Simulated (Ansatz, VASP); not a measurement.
One calculation of Si2W, two programs

The input POSCAR:

```
Si2W
1.0
   -1.6069000000      1.6069000000      3.9149500000
    1.6069000000     -1.6069000000      3.9149500000
    1.6069000000      1.6069000000     -3.9149500000
W Si
1 2
Direct
    0.0000000000      0.0000000000      0.0000000000
    0.6653000000      0.6653000000      0.0000000000
    0.3347000000      0.3347000000      0.0000000000
```

INCAR.step1

```
  ALGO = Normal
  EDIFF = 1E-4
  ENCUT = 520
  GGA = PE
  ISMEAR = -1
  LASPH = True
  LCHARG = False
  LREAL = False
  LWAVE = True
  NBANDS = 18
  NELM = 80
  PREC = Accurate
  SIGMA = 0.05
```

The input INCAR.step2:

```
  ALGO = Normal
  EDIFF = 1E-6
  ENCUT = 520
  ISIF = 2
  ISMEAR = -1
  ISTART = 1
  LASPH = True
  LCHARG = False
  LMIXTAU = True
  LREAL = False
  LWAVE = False
  METAGGA = R2SCAN
  NBANDS = 18
  NELM = 80
  PREC = Accurate
  SIGMA = 0.05
```

The input KPOINTS:

```
k-points
0
Gamma
  12 12 12
```

Contents of input.yaml:

```yaml
crystal:
  lattice:
    - [-1.6069, 1.6069, 3.91495]
    - [1.6069, -1.6069, 3.91495]
    - [1.6069, 1.6069, -3.91495]
  atoms:
    - { symbol: W, position: [0.0, 0.0, 0.0] }
    - { symbol: Si, position: [0.6653, 0.6653, 0.0] }
    - { symbol: Si, position: [0.3347, 0.3347, 0.0] }
hamiltonian:
  xc: r2scan
  pseudopotentials: { kind: paw }
kpoints:
  mp_grid: { grid: [12, 12, 12] }
  band_path:
    path:
      - [[0.0, 0.0, 0.0], [0.0, 0.0, 0.5], [-0.084235521, 0.084235521, 0.5], [-0.2921177605, 0.2921177605, 0.2921177605], [0.0, 0.0, 0.0], [0.5, 0.5, -0.5], [0.2921177605, 0.7078822395, -0.2921177605], [0.0, 0.5, 0.0], [0.25, 0.25, 0.25], [0.5, 0.5, -0.084235521], [0.5, 0.5, -0.5]]
      - [[0.0, 0.0, 0.5], [0.25, 0.25, 0.25]]
    npoints: 14
scf:
  occupations: { method: fermi_dirac, width: 0.05 }
  n_extra_bands: 7
output:
  forces: true
  stress: true
  eigenvalues: true
  fatbands: false
  write_density: true
  write_potential: true
  elf: true
  volumetric_format: npy
```

Alike in both runs: functional r2SCAN; k mesh 12 × 12 × 12; occupations fermi-dirac, width 0.05 eV; no spin polarisation.

|  | VASP | Ansatz |
| --- | --- | --- |
| version | VASP 6.6.1 | Ansatz 0.2.0 |
| potentials or method | VASP PAW PBE potentials, release 64 (W_sv, Si) | Ansatz PAW |
| plane-wave cutoff (eV) | 520 | 500 |
| valence electrons in the cell | 22 | 22 |
| task | single point | band structure |

```csv
,VASP,Ansatz,Ansatz less VASP
gap on the k mesh at the Fermi level (eV),none,none,-
pressure (GPa),-0.9,-1.2,-0.26
"traceless stress, the component that is largest in VASP (GPa)",-0.94,-0.77,+0.173
rms of the force components (eV/Å),0.006,0.010,+0.0040
```

VASP's potentials were made for PBE, not for r2SCAN. Atom by atom the forces differ by 0.004 eV/Å (rms over components). A gap of «none» marks a metal or a gap that the smearing closes.

Spin-orbit coupling is off throughout.
